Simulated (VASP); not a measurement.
# H4C17 in VASP: single point with PBE

Aim: the single point of H4C17 with PBE.

Everything below comes from runs of VASP 6.6.1. Logs are shortened: lines on timing, memory, paths and dates and some standing lists are left out, and cuts for length are marked.

## 1. The cell of the first run

The cell holds a slab with vacuum, 21 atoms: a = 5.049 Å, b = 5.049 Å, c = 15.676 Å, α = 90.00°, β = 90.00°, γ = 60.00°.

## 2. Single point, PBE, collinear spin

INCAR

```
ALGO = Normal ; EDIFF = 1E-6
ENCUT = 520 ; GGA = PE
GGA_COMPAT = F ; ISIF = 2
ISMEAR = 0 ; ISPIN = 2
LASPH = T ; LCHARG = F
LORBIT = 11 ; LREAL = F
LWAVE = F ; MAGMOM = 0 0 0 0 0 0 0 0 0 0 0 0 0 0 0 0 0 0.07 0 0 0.08
NBANDS = 56 ; NELM = 200
NELMDL = -8 ; PREC = Accurate
SIGMA = 0.05
```

KPOINTS

```
k-points
0
Gamma
  3 3 1
```

POSCAR

```
H4C17
1.0
    5.0487420000      0.0000000000      0.0000000000
    2.5243710000      4.3723390000      0.0000000000
    0.0000000000      0.0000000000     15.6764260000
H C
4 17
Direct
    0.1666667848      0.1666666285      0.0637901139
    0.6666667848      0.1666666285      0.0637901139
    0.1666666285      0.6666667429      0.0637901139
    0.6666666285      0.6666667429      0.0637901139
    0.1666667848      0.1666666285      0.1339591052
    0.6666667848      0.1666666285      0.1339591052
    0.1666666285      0.6666667429      0.1339591052
    0.6666666285      0.6666667429      0.1339591052
   -0.1666666285      0.3333332571      0.1668292250
    0.3333333715      0.3333332571      0.1668292250
   -0.1666667848      0.8333333715      0.1668292250
    0.3333332152      0.8333333715      0.1668292250
   -0.1635508829      0.3270423451      0.2644800543
    0.3333057069      0.3333426342      0.2887624386
   -0.1635474086      0.8365032995      0.2644861144
    0.3269543936      0.8365179370      0.2644645533
   -0.0000245343      0.0000114355      0.2880458849
    0.5124971845     -0.0251346019      0.3024559297
   -0.0251824008      0.5125833107      0.3024702824
    0.5125036114      0.5126292815      0.3024593106
    0.6666097821      0.6666889278      0.3633499753
```

Potentials or basis: VASP PAW PBE potentials, release 64 (H, C).

Run with:

```console
> cat potpaw_PBE.64/H/POTCAR potpaw_PBE.64/C/POTCAR > POTCAR
> mpirun -np 1 vasp_std > vasp.out
```

OUTCAR:

```text
EDIFF = 1E-6
   ENCUT = 520
   GGA = PE
   ISIF = 2
   ISMEAR = 0
   ISPIN = 2
   LASPH = T
   LORBIT = 11
   LREAL = F
   NELM = 200
   NELMDL = -8
   PREC = Accurate

 ion  position               nearest neighbor table
   1  0.167  0.167  0.064-   5 1.10
   2  0.667  0.167  0.064-   6 1.10
   3  0.167  0.667  0.064-   7 1.10
   4  0.667  0.667  0.064-   8 1.10
   5  0.167  0.167  0.134-   1 1.10  10 1.55  12 1.55   9 1.55
   6  0.667  0.167  0.134-   2 1.10   9 1.55  11 1.55  10 1.55
   7  0.167  0.667  0.134-   3 1.10  12 1.55  11 1.55  10 1.55
   8  0.667  0.667  0.134-   4 1.10  11 1.55  12 1.55   9 1.55
   9  0.833  0.333  0.167-  13 1.53   6 1.55   5 1.55   8 1.55
  10  0.333  0.333  0.167-   5 1.55   6 1.55   7 1.55  14 1.91
  11  0.833  0.833  0.167-  15 1.53   8 1.55   6 1.55   7 1.55
  12  0.333  0.833  0.167-  16 1.53   7 1.55   5 1.55   8 1.55
  13  0.836  0.327  0.264-  17 1.48   9 1.53  19 1.54  20 1.54
  14  0.333  0.333  0.289-  18 1.58  20 1.58  19 1.58  10 1.91
  15  0.836  0.837  0.264-  17 1.48  11 1.53  19 1.54  18 1.54
  16  0.327  0.837  0.264-  17 1.48  12 1.53  18 1.54  20 1.54
  17  1.000  0.000  0.288-  16 1.48  15 1.48  13 1.48
  18  0.512  0.975  0.302-  16 1.54  15 1.54  14 1.58  21 1.65
  19  0.975  0.513  0.302-  13 1.54  15 1.54  14 1.58  21 1.65
  20  0.513  0.513  0.302-  16 1.54  13 1.54  14 1.58  21 1.65
  21  0.667  0.667  0.363-  20 1.65  19 1.65  18 1.65

  LATTYP: Found a hexagonal cell.
 ALAT       =     5.0487421480
 C/A-ratio  =     3.1050161685

  Lattice vectors:

 A1 = (  -2.5243710000,  -4.3723390000,   0.0000000000)
 A2 = (   5.0487420000,   0.0000000000,   0.0000000000)
 A3 = (   0.0000000000,   0.0000000000,  15.6764260000)

Analysis of symmetry for initial positions (statically):
=====================================================================
 Subroutine PRICEL returns:
 Original cell was already a primitive cell.

 Routine SETGRP: Setting up the symmetry group for a
 hexagonal supercell.

 Subroutine GETGRP returns: Found  1 space group operations
 (whereof  1 operations were pure point group operations)
 out of a pool of 24 trial point group operations.

The static configuration has the point symmetry C_1 .

Analysis of symmetry for dynamics (positions and initial velocities):
=====================================================================
 Subroutine PRICEL returns:
 Original cell was already a primitive cell.

 Routine SETGRP: Setting up the symmetry group for a
 hexagonal supercell.

 Subroutine GETGRP returns: Found  1 space group operations
 (whereof  1 operations were pure point group operations)
 out of a pool of 24 trial point group operations.

The dynamic configuration has the point symmetry C_1 .

Analysis of structural, dynamic, and magnetic symmetry:
=====================================================================
 Subroutine PRICEL returns:
 Original cell was already a primitive cell.

 Routine SETGRP: Setting up the symmetry group for a
 hexagonal supercell.

 Subroutine GETGRP returns: Found  1 space group operations
 (whereof  1 operations were pure point group operations)
 out of a pool of 24 trial point group operations.

The overall configuration has the point symmetry C_1 .

 Subroutine INISYM returns: Found  1 space group operations
 (whereof  1 operations are pure point group operations),
 and found     1 'primitive' translations

----------------------------------------------------------------------------------------

                                     Primitive cell

  volume of cell :     346.0541

  direct lattice vectors                    reciprocal lattice vectors
     5.048742000  0.000000000  0.000000000     0.198069143 -0.114355268  0.000000000
     2.524371000  4.372339000  0.000000000     0.000000000  0.228710537  0.000000000
     0.000000000  0.000000000 15.676426000     0.000000000  0.000000000  0.063790050

  length of vectors
     5.048742000  5.048742148 15.676426000     0.228710544  0.228710537  0.063790050

  position of ions in fractional coordinates (direct lattice)
     0.166666785  0.166666629  0.063790114
     0.666666785  0.166666629  0.063790114
     0.166666629  0.666666743  0.063790114
     0.666666629  0.666666743  0.063790114
     0.166666785  0.166666629  0.133959105
     0.666666785  0.166666629  0.133959105
[... 80 lines left out ...]
   NGXF,Y,Z  is equivalent  to a cutoff of  26.34, 26.34, 25.45 a.u.
 SYSTEM =  unknown system
   PREC   = accura    normal or accurate (medium, high low for compatibility)
   ISTART =      0    job   : 0-new  1-cont  2-samecut
   ICHARG =      2    charge: 1-file 2-atom 10-const
   ISPIN  =      2    spin polarized calculation?
   LNONCOLLINEAR =      F non collinear calculations
   LSORBIT =      F    spin-orbit coupling
   LASPH  =      T    aspherical Exc in radial PAW
   ENCUT  =  520.0 eV  38.22 Ry    6.18 a.u.   9.39  9.39 29.15*2*pi/ulx,y,z
   NELM   =    200;   NELMIN=  2; NELMDL= -8     # of ELM steps
   EDIFF  = 0.1E-05   stopping-criterion for ELM
   LREAL  =      F    real-space projection
   EDIFFG = 0.1E-04   stopping-criterion for IOM
   NSW    =      0    number of steps for IOM
   IBRION =     -1    ionic relax: 0-MD 1-quasi-New 2-CG
   NFREE  =      0    steps in history (QN), initial steepest desc. (CG)
   ISIF   =      2    stress and relaxation
   ISYM   =      2    0-nonsym 1-usesym 2-fastsym
   POTIM  = 0.5000    time-step for ionic-motion
   TEBEG  =    0.0;   TEEND  =   0.0 temperature during run
   PSTRESS=    0.0 pullay stress
   NELECT =      72.0000    total number of electrons
   NUPDOWN=      -1.0000    fix difference up-down
   EMIN   =  10.00;   EMAX   =-10.00  energy-range for DOS
   EFERMI =   0.00;   METHOD = LEGACY
   ISMEAR =     0;   SIGMA  =   0.05  broadening in eV -4-tet -1-fermi 0-gaus
   EFERMI_NEDOS =   21; number of points for ismear=-14 and -15
   IALGO  =     38    algorithm
   IMIX   =      4    mixing-type and parameters
     AMIX     =   0.40;   BMIX     =  1.00
     AMIX_MAG =   1.60;   BMIX_MAG =  1.00
  volume/ion in A,a.u.               =      16.48       111.20
  Fermi-wavevector in a.u.,A,eV,Ry     =   0.970073  1.833172 12.803642  0.941041
  Thomas-Fermi vector in A             =   2.100178
   LORBIT       =     11    0 simple, 1 ext, 2 COOP (PROOUT), +10 PAW based schemes
   GGA     = PE    functional components
   LHFCALC =     F    Hartree Fock is set to
   AEXX    =    0.0000 exact exchange contribution
   IVDW    =     0    specifies the selected vdW correction
   LEPSILON=     F    determine dielectric tensor
   LRPA    =     F    only Hartree local field effects (RPA)
 spin polarized calculation
 Gauss-broadening in eV      SIGMA  =   0.05
  energy-cutoff  :      520.00
  volume of cell :      346.05
 maximum number of plane-waves:      9383
 NGX is ok and might be reduce to    40
   NGX = 19   NGY = 19   NGZ = 59

 number of electron      72.0000001 magnetization       0.0000097

 number of electron      72.0000001 magnetization      -0.0000013

 Free energy of the ion-electron system (eV)
  ---------------------------------------------------
  ext. energy  EPLUGINS =         0.00000000
  ---------------------------------------------------
  free energy    TOTEN  =      -160.56364239 eV

  energy without entropy =     -160.55172872  energy(sigma->0) =     -160.55768555

 E-fermi :   0.3411     XC(G=0):  -5.2183

 val. band max:        0.3297719319   @ k =  -0.3333   0.3333   0.0000
 cond. band min:       0.3523571770   @ k =  -0.3333   0.3333   0.0000
 fundamental gap:      0.0225852451
 Fermi energy:         0.3410656679

 spin component 1

 k-point     1 :       0.0000    0.0000    0.0000
  band No.  band energies     occupation
      1     -20.8810      1.00000
      2     -18.6101      1.00000
      3     -15.7827      1.00000
      4     -15.7814      1.00000
      5     -15.2724      1.00000
      6     -14.8023      1.00000
[... 244 lines left out ...]
     47       6.7144      0.00000
     48       6.9105      0.00000
 Fermi energy:         0.3410656679

 spin component 2

 k-point     1 :       0.0000    0.0000    0.0000
  band No.  band energies     occupation
      1     -20.8810      1.00000
      2     -18.6101      1.00000
      3     -15.7827      1.00000
      4     -15.7814      1.00000
      5     -15.2724      1.00000
      6     -14.8023      1.00000
[... 244 lines left out ...]
     47       6.7101      0.00000
     48       6.9084      0.00000
 [bands above 48 left out]

------------------------ aborting loop because EDIFF is reached ----------------------------------------

  FORCE on cell =-STRESS in cart. coord.  units (eV):
  Direction    XX          YY          ZZ          XY          YZ          ZX
  --------------------------------------------------------------------------------------
  -------------------------------------------------------------------------------------
  Total       -5.5723750     -5.5719043     -2.2640440      0.0013200     -0.0030923      0.0081347
  in kB      -25.7992366    -25.7970575    -10.4821743      0.0061115     -0.0143167      0.0376622
  external PRESSURE =     -20.6928228 kB  Pullay stress =       0.0000000 kB

 VOLUME and BASIS-vectors are now :
 -----------------------------------------------------------------------------
  energy-cutoff  :      520.00
  volume of cell :      346.05
      direct lattice vectors                 reciprocal lattice vectors
     5.048742000  0.000000000  0.000000000     0.198069143 -0.114355268  0.000000000
     2.524371000  4.372339000  0.000000000     0.000000000  0.228710537  0.000000000
     0.000000000  0.000000000 15.676426000     0.000000000  0.000000000  0.063790050

 POSITION                                       TOTAL-FORCE (eV/Angst)
 -----------------------------------------------------------------------------------
      1.26219      0.72872      1.00000         0.049769      0.028889     -0.149531
      3.78656      0.72872      1.00000        -0.049883      0.028754     -0.149501
      2.52437      2.91489      1.00000        -0.000175     -0.057547     -0.149536
      5.04874      2.91489      1.00000        -0.000028      0.000062     -0.132464
      1.26219      0.72872      2.10000         0.152355      0.088187      1.599476
      3.78656      0.72872      2.10000        -0.152470      0.087966      1.600358
[... 13 lines left out ...]
      3.88156      2.24139      4.74148        -0.026594     -0.022594      0.013618
      5.04851      2.91499      5.69603        -0.000482      0.000618     -0.091719
 -----------------------------------------------------------------------------------
    total drift:                               -0.000006      0.000003      0.000384

  FREE ENERGIE OF THE ION-ELECTRON SYSTEM (eV)
  ---------------------------------------------------
  free  energy   TOTEN  =      -160.5636423926 eV

  energy  without entropy=     -160.5517287158  energy(sigma->0) =     -160.55768555

 total charge

# of ion       s       p       d       tot
------------------------------------------
    1        0.648   0.044   0.000   0.691
    2        0.648   0.044   0.000   0.691
    3        0.648   0.044   0.000   0.691
    4        0.650   0.044   0.000   0.693
    5        0.836   1.751   0.000   2.587
    6        0.836   1.751   0.000   2.587
[... 13 lines left out ...]
   20        0.823   1.662   0.000   2.485
   21        0.897   1.351   0.000   2.248
--------------------------------------------------
tot         16.810  28.882   0.000  45.692

 magnetization (x)

# of ion       s       p       d       tot
------------------------------------------
    1        0.000  -0.000   0.000   0.000
    2        0.000  -0.000   0.000   0.000
    3        0.000  -0.000   0.000   0.000
    4        0.000   0.000   0.000   0.000
    5       -0.000  -0.000   0.000  -0.000
    6       -0.000  -0.000   0.000  -0.000
[... 13 lines left out ...]
   20       -0.000  -0.000   0.000  -0.000
   21       -0.000  -0.000   0.000  -0.000
--------------------------------------------------
tot         -0.000  -0.000   0.000  -0.000
```

Run time: 14 min. Hardware: 1 thread of Oxide Virtual Turin-like, shared host; peak memory 0.6 GiB.

What came out:

```yaml
Free_energy: -160.5636 eV
Largest_force: 1.845 eV/Å
Band_gap_on_the_k_mesh: 0.02 eV
Net_moment: 0.00 μB per cell
Valence_electrons_inside_the_program's_atomic_spheres: H 0.69; C 2.59, 2.56, 2.45, 2.60, 2.36, 2.58, 2.48, 2.25 (each value once)
```

Forces on the atoms (eV/Å):
```
H    0.050  0.029 -0.150
H   -0.050  0.029 -0.150
H    0.000 -0.058 -0.150
H    0.000  0.000 -0.132
C    0.152  0.088  1.599
C   -0.152  0.088  1.600
C    0.000 -0.176  1.600
C    0.000  0.000  0.999
C    0.000  0.177 -1.832
C   -0.001  0.001  0.178
C   -0.153 -0.088 -1.831
C    0.151 -0.087 -1.837
C    0.000 -0.024  0.022
C   -0.002  0.001 -0.018
C    0.020  0.012  0.019
C   -0.016  0.009  0.026
C   -0.006  0.003  0.106
C    0.007  0.034  0.015
C    0.028 -0.015  0.011
C   -0.027 -0.023  0.014
C    0.000  0.001 -0.092
```

Caveat: the k points lie up to 0.48 Å⁻¹ apart; there is no dipole correction, which matters where the two faces differ.
